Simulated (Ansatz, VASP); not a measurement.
**Ga in VASP and in Ansatz**

```
Ga
1.0
    -0.35632    0.12757    2.73820
     5.35610   -0.00599   -0.70324
    -0.00586    5.32836    0.26355
Ga
4
Direct
  0.89866 0.25783 0.18497
  0.39400 0.25796 0.68482
  0.59881 0.74183 0.31455
  0.10853 0.74239 0.81566
```

Change from the starting cell: cell x4, atoms moved at random (sigma 0.15 Å) and cell strained at random (1.5 %), then relaxed without symmetry.

Alike in both runs: functional PBE; k mesh 8 × 4 × 4; occupations gaussian, width 0.2 eV; no spin polarisation.

Ansatz relaxed the structure, and its values are those at the end. VASP's run is a single point on that final structure, the one shown.

|  | VASP | Ansatz |
| --- | --- | --- |
| version | VASP 6.6.1 | Ansatz 0.2.0 |
| potentials or method | VASP PAW PBE potentials, release 64 (Ga_d), cutoff 520 eV | scalar-relativistic, plane waves, PAW |
| valence electrons in the cell | 52 | 52 |

|  | VASP | Ansatz | Ansatz less VASP |
| --- | --- | --- | --- |
| gap on the k mesh at the Fermi level (eV) | none | none | - |
| pressure (GPa) | 0.2 | 0.0 | -0.14 |
| rms of the force components (eV/Å) | 0.003 | 0.003 | 0.0000 |

A gap of «none» marks a metal or a gap that the smearing closes.
